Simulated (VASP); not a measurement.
# As (Pm-3m) in VASP: notebook

Runs on As. Level: PBEsol. Tasks: single point, relaxation of cell and atoms.

All numbers are computed with VASP 6.6.1; they aren't measurements. Logs are shortened: lines on timing, memory, paths and dates and some standing lists are left out, and cuts for length are marked.

**1. The cell of the first run**

Symmetry: Pm-3m, No. 221, cubic system. The conventional cell has a = 2.669 Å, b = 2.669 Å, c = 2.669 Å, α = 90.00°, β = 90.00°, γ = 90.00°. Within 3.5 Å of As (site symmetry m-3m) lie 6 As at 2.67 Å.

**2. Single point, PBEsol**

Input file INCAR:

```
SYSTEM = As
PREC = Accurate
ENCUT = 520
EDIFF = 1E-6
ISMEAR = -1
SIGMA = 0.05
LREAL = .FALSE.
LASPH = .TRUE.
NELM = 60
ALGO = Normal
ISIF = 2
LWAVE = .FALSE.
LCHARG = .TRUE.
GGA = PS
LELF = .TRUE.
LVHAR = .TRUE.
NBANDS = 8
```

Input file KPOINTS:

```
Automatic mesh
0
G
  10 10 10
  0 0 0
```

Input file POSCAR:

```
As
1.0
    2.6688919314      0.0000000000      0.0000000000
    0.0000000000      2.6688919314      0.0000000000
    0.0000000000      0.0000000000      2.6688919314
As
1
Direct
    0.5000000000      0.5000000000      0.5000000000
```

Potentials or basis: VASP PAW PBE potentials, release 64 (As).

The run is started by

```
$ cat potpaw_PBE.64/As/POTCAR > POTCAR
$ mpirun -np 1 vasp_std > vasp.out
```

OUTCAR:

```text
SYSTEM = As
   PREC = Accurate
   ENCUT = 520
   EDIFF = 1E-6
   ISMEAR = -1
   LREAL = .FALSE.
   LASPH = .TRUE.
   NELM = 60
   ISIF = 2
   GGA = PS

 ion  position               nearest neighbor table
   1  0.500  0.500  0.500-

  LATTYP: Found a simple cubic cell.
 ALAT       =     2.6688919314

  Lattice vectors:

 A1 = (   2.6688919314,   0.0000000000,   0.0000000000)
 A2 = (   0.0000000000,   2.6688919314,   0.0000000000)
 A3 = (   0.0000000000,   0.0000000000,   2.6688919314)

Analysis of symmetry for initial positions (statically):
=====================================================================
 Subroutine PRICEL returns:
 Original cell was already a primitive cell.

 Routine SETGRP: Setting up the symmetry group for a
 simple cubic supercell.

 Subroutine GETGRP returns: Found 48 space group operations
[... 9 lines left out ...]

 Routine SETGRP: Setting up the symmetry group for a
 simple cubic supercell.

 Subroutine GETGRP returns: Found 48 space group operations
[... 11 lines left out ...]
                                     Primitive cell

  volume of cell :      19.0105

  direct lattice vectors                    reciprocal lattice vectors
     2.668891931  0.000000000  0.000000000     0.374687333  0.000000000  0.000000000
     0.000000000  2.668891931  0.000000000     0.000000000  0.374687333  0.000000000
     0.000000000  0.000000000  2.668891931     0.000000000  0.000000000  0.374687333

  length of vectors
     2.668891931  2.668891931  2.668891931     0.374687333  0.374687333  0.374687333

  position of ions in fractional coordinates (direct lattice)
     0.500000000  0.500000000  0.500000000

  ion indices of the primitive-cell ions
   primitive index   ion index
                 1           1

----------------------------------------------------------------------------------------

 KPOINTS: Automatic mesh

Automatic generation of k-mesh.
 Grid dimensions read from file:
 generate k-points for:   10   10   10

 Generating k-lattice:

  Cartesian coordinates                     Fractional coordinates (reciprocal lattice)
     0.037468733  0.000000000  0.000000000     0.100000000  0.000000000  0.000000000
     0.000000000  0.037468733  0.000000000     0.000000000  0.100000000  0.000000000
     0.000000000  0.000000000  0.037468733     0.000000000  0.000000000  0.100000000

  Length of vectors
     0.037468733  0.037468733  0.037468733

  Shift w.r.t. Gamma in fractional coordinates (k-lattice)
     0.000000000  0.000000000  0.000000000

 Subroutine IBZKPT returns following result:
 ===========================================

 Found     56 irreducible k-points:

 Following reciprocal coordinates:
            Coordinates               Weight
  0.000000  0.000000  0.000000      1.000000
  0.100000  0.000000  0.000000      6.000000
  0.200000  0.000000  0.000000      6.000000
  0.300000  0.000000  0.000000      6.000000
  0.400000  0.000000  0.000000      6.000000
  0.500000  0.000000  0.000000      3.000000
[... 16 lines left out ...]
  0.200000  0.100000  0.100000     24.000000
  0.300000  0.100000  0.100000     24.000000
 [... further k-points ...]
   k-points           NKPTS =     56   k-points in BZ     NKDIM =     56   number of bands    NBANDS=      8
   number of dos      NEDOS =    301   number of ions     NIONS =      1
   total plane-waves  NPLWV =   8000
   dimension x,y,z NGX =    20 NGY =   20 NGZ =   20
   dimension x,y,z NGXF=    40 NGYF=   40 NGZF=   40
   ions per type =               1
   NGX,Y,Z   is equivalent  to a cutoff of  12.46, 12.46, 12.46 a.u.
   NGXF,Y,Z  is equivalent  to a cutoff of  24.92, 24.92, 24.92 a.u.
 SYSTEM =  As
   PREC   = accura    normal or accurate (medium, high low for compatibility)
   ISTART =      0    job   : 0-new  1-cont  2-samecut
   ICHARG =      2    charge: 1-file 2-atom 10-const
   ISPIN  =      1    spin polarized calculation?
   LNONCOLLINEAR =      F non collinear calculations
   LSORBIT =      F    spin-orbit coupling
   LASPH  =      T    aspherical Exc in radial PAW
   ENCUT  =  520.0 eV  38.22 Ry    6.18 a.u.   4.96  4.96  4.96*2*pi/ulx,y,z
   NELM   =     60;   NELMIN=  2; NELMDL= -5     # of ELM steps
   EDIFF  = 0.1E-05   stopping-criterion for ELM
   LREAL  =      F    real-space projection
   EDIFFG = 0.1E-04   stopping-criterion for IOM
   NSW    =      0    number of steps for IOM
   IBRION =     -1    ionic relax: 0-MD 1-quasi-New 2-CG
   NFREE  =      0    steps in history (QN), initial steepest desc. (CG)
   ISIF   =      2    stress and relaxation
   ISYM   =      2    0-nonsym 1-usesym 2-fastsym
   POTIM  = 0.5000    time-step for ionic-motion
   TEBEG  =    0.0;   TEEND  =   0.0 temperature during run
   PSTRESS=    0.0 pullay stress
   NELECT =       5.0000    total number of electrons
   NUPDOWN=      -1.0000    fix difference up-down
   EMIN   =  10.00;   EMAX   =-10.00  energy-range for DOS
[... 5 lines left out ...]
     AMIX     =   0.40;   BMIX     =  1.00
     AMIX_MAG =   1.60;   BMIX_MAG =  1.00
  volume/ion in A,a.u.               =      19.01       128.29
  Fermi-wavevector in a.u.,A,eV,Ry     =   1.048899  1.982132 14.968994  1.100190
  Thomas-Fermi vector in A             =   2.183840
   LORBIT       =      0    0 simple, 1 ext, 2 COOP (PROOUT), +10 PAW based schemes
   GGA     = PS    functional components
   LHFCALC =     F    Hartree Fock is set to
   AEXX    =    0.0000 exact exchange contribution
   IVDW    =     0    specifies the selected vdW correction
   LEPSILON=     F    determine dielectric tensor
   LRPA    =     F    only Hartree local field effects (RPA)
 non-spin polarized calculation
  energy-cutoff  :      520.00
  volume of cell :       19.01
 maximum number of plane-waves:       536
 NGX is ok and might be reduce to    20
   NGX =  9   NGY =  9   NGZ =  9

 number of electron       5.0000001 magnetization

 Free energy of the ion-electron system (eV)
  ---------------------------------------------------
  ext. energy  EPLUGINS =         0.00000000
  ---------------------------------------------------
  free energy    TOTEN  =        -5.04488784 eV

  energy without entropy =       -5.04227236  energy(sigma->0) =       -5.04358010

 E-fermi :   6.2235     XC(G=0): -10.7218

 val. band max:        6.1213262304   @ k =   0.5000   0.3000   0.3000
 cond. band min:       6.2450530424   @ k =   0.2000   0.2000   0.0000
 fundamental gap:      0.1237268120
 Fermi energy:         6.2235099551

 k-point     1 :       0.0000    0.0000    0.0000
  band No.  band energies     occupation
      1      -9.0873      2.00000
      2      10.5631      0.00000
      3      10.5631      0.00000
      4      10.5631      0.00000
      5      14.8043      0.00000
      6      14.8043      0.00000
      7      17.0105      0.00000
      8      31.7158      0.00000

 k-point     2 :       0.1000    0.0000    0.0000
  band No.  band energies     occupation
      1      -8.8959      2.00000
      2       8.4073      0.00000
      3      10.7336      0.00000
      4      10.7336      0.00000
      5      14.9744      0.00000
      6      16.1083      0.00000
      7      18.3557      0.00000
      8      29.2902      0.00000

 k-point     3 :       0.2000    0.0000    0.0000
  band No.  band energies     occupation
      1      -8.3308      2.00000
      2       5.2215      2.00000
      3      11.2214      0.00000
      4      11.2214      0.00000
      5      15.4728      0.00000
      6      16.9655      0.00000
      7      22.0254      0.00000
      8      26.2955      0.00000

 k-point     4 :       0.3000    0.0000    0.0000
  band No.  band energies     occupation
      1      -7.4348      2.00000
      2       2.3128      2.00000
      3      11.9390      0.00000
      4      11.9390      0.00000
      5      16.2490      0.00000
      6      17.9462      0.00000
      7      23.7361      0.00000
      8      23.7361      0.00000

 k-point     5 :       0.4000    0.0000    0.0000
  band No.  band energies     occupation
      1      -6.3683      2.00000
      2       0.0080      2.00000
      3      12.6719      0.00000
      4      12.6719      0.00000
      5      17.1340      0.00000
      6      19.2443      0.00000
      7      21.8892      0.00000
      8      21.8892      0.00000

 k-point     6 :       0.5000    0.0000    0.0000
  band No.  band energies     occupation
      1      -5.7550      2.00000
      2      -1.0220      2.00000
      3      13.0120      0.00000
      4      13.0120      0.00000
      5      17.6066      0.00000
      6      20.4943      0.00000
      7      21.1768      0.00000
      8      21.1768      0.00000

 k-point     7 :       0.1000    0.1000    0.0000
  band No.  band energies     occupation
      1      -8.7044      2.00000
      2       8.4014      0.00000
      3       8.7819      0.00000
      4      10.9038      0.00000
      5      15.6753      0.00000
      6      17.6684      0.00000
      7      18.8450      0.00000
      8      26.8845      0.00000

 k-point     8 :       0.2000    0.1000    0.0000
  band No.  band energies     occupation
      1      -8.1393      2.00000
      2       5.3945      2.00000
      3       9.1232      0.00000
      4      11.3910      0.00000
      5      16.2667      0.00000
      6      18.6695      0.00000
      7      21.8378      0.00000
      8      24.2937      0.00000

 k-point     9 :       0.3000    0.1000    0.0000
  band No.  band energies     occupation
      1      -7.2432      2.00000
      2       2.4930      2.00000
      3       9.8922      0.00000
      4      12.1074      0.00000
      5      17.0972      0.00000
      6      19.0260      0.00000
      7      21.4369      0.00000
      8      23.8996      0.00000

 k-point    10 :       0.4000    0.1000    0.0000
  band No.  band energies     occupation
      1      -6.1763      2.00000
      2       0.1902      2.00000
      3      10.7224      0.00000
      4      12.8387      0.00000
      5      17.8929      0.00000
      6      18.3945      0.00000
      7      21.3955      0.00000
      8      22.0581      0.00000
[... 78 lines left out ...]
 k-point    18 :       0.5000    0.3000    0.0000
  band No.  band energies     occupation
      1      -4.0742      2.00000
      2       0.4909      2.00000
      3       5.2346      2.00000
      4      11.4070      0.00000
      5      14.3352      0.00000
      6      20.9871      0.00000
      7      22.6321      0.00000
      8      23.3593      0.00000

 k-point    19 :       0.4000    0.4000    0.0000
  band No.  band energies     occupation
      1      -3.6023      2.00000
      2       2.2337      2.00000
      3       2.6421      2.00000
      4      10.1790      0.00000
      5      14.7030      0.00000
      6      21.3470      0.00000
      7      24.0493      0.00000
      8      24.3733      0.00000

 k-point    20 :       0.5000    0.4000    0.0000
  band No.  band energies     occupation
      1      -2.9485      2.00000
      2       1.3618      2.00000
      3       2.8953      2.00000
      4       9.3351      0.00000
      5      15.0206      0.00000
      6      22.2390      0.00000
      7      23.5286      0.00000
      8      24.4234      0.00000

 k-point    21 :       0.5000    0.5000    0.0000
  band No.  band energies     occupation
      1      -2.2601      2.00000
      2       1.7964      2.00000
      3       1.7964      2.00000
      4       8.4995      0.00000
      5      15.3317      0.00000
      6      23.2186      0.00000
      7      24.0108      0.00000
      8      24.0108      0.00000

 k-point    22 :       0.1000    0.1000    0.1000
  band No.  band energies     occupation
      1      -8.5129      2.00000
      2       8.5740      0.00000
      3       8.5740      0.00000
      4       9.1859      0.00000
      5      17.8338      0.00000
      6      17.8338      0.00000
      7      19.1943      0.00000
      8      26.9046      0.00000

 k-point    23 :       0.2000    0.1000    0.1000
  band No.  band energies     occupation
      1      -7.9479      2.00000
      2       5.5671      2.00000
      3       9.0706      0.00000
      4       9.5532      0.00000
      5      18.3128      0.00000
      6      19.0399      0.00000
      7      21.7935      0.00000
      8      23.7729      0.00000

 k-point    24 :       0.3000    0.1000    0.1000
  band No.  band energies     occupation
      1      -7.0517      2.00000
      2       2.6728      2.00000
      3       9.8114      0.00000
      4      10.3546      0.00000
      5      18.9821      0.00000
      6      19.0266      0.00000
      7      21.1428      0.00000
      8      22.0795      0.00000

 [... further k-points ...]
[... 5 lines left out ...]
  --------------------------------------------------------------------------------------
  -------------------------------------------------------------------------------------
  Total        0.2840067      0.2840067      0.2840067     -0.0000000      0.0000000     -0.0000000
  in kB       23.9357054     23.9357054     23.9357054     -0.0000000      0.0000000     -0.0000000
  external PRESSURE =      23.9357054 kB  Pullay stress =       0.0000000 kB

 VOLUME and BASIS-vectors are now :
 -----------------------------------------------------------------------------
  energy-cutoff  :      520.00
  volume of cell :       19.01
      direct lattice vectors                 reciprocal lattice vectors
     2.668891931  0.000000000  0.000000000     0.374687333  0.000000000  0.000000000
     0.000000000  2.668891931  0.000000000     0.000000000  0.374687333  0.000000000
     0.000000000  0.000000000  2.668891931     0.000000000  0.000000000  0.374687333

 POSITION                                       TOTAL-FORCE (eV/Angst)
 -----------------------------------------------------------------------------------
      1.33445      1.33445      1.33445         0.000000      0.000000      0.000000
 -----------------------------------------------------------------------------------
    total drift:                                0.000000     -0.000000      0.000000

  FREE ENERGIE OF THE ION-ELECTRON SYSTEM (eV)
  ---------------------------------------------------
  free  energy   TOTEN  =        -5.0448878442 eV

  energy  without entropy=       -5.0422723619  energy(sigma->0) =       -5.04358010
```

It took 11 s on 1 thread of AMD EPYC 7R43 (Zen 3), shared host; peak memory 0.09 GiB.

Results:

* Free energy: -5.0449 eV
* Pressure: 2.4 GPa

Levels at points of the mesh, in eV from the Fermi level:
```csv
k point,band 1,band 2,band 3,band 4,band 5,band 6,band 7
"(0.00, 0.00, 0.00)",-15.31,4.34,4.34,4.34,8.58,8.58,10.79
"(0.50, 0.00, 0.00)",-11.98,-7.25,6.79,6.79,11.38,14.27,14.95
"(0.50, 0.50, 0.00)",-8.48,-4.43,-4.43,2.28,9.11,17.00,17.79
"(0.50, 0.50, 0.50)",-4.59,-1.85,-1.85,-1.85,5.86,5.86,5.86
```

Caveat: the PAW data sets were made with another functional, which shifts forces and pressure a little.

(Continued in part 2 of 2.)
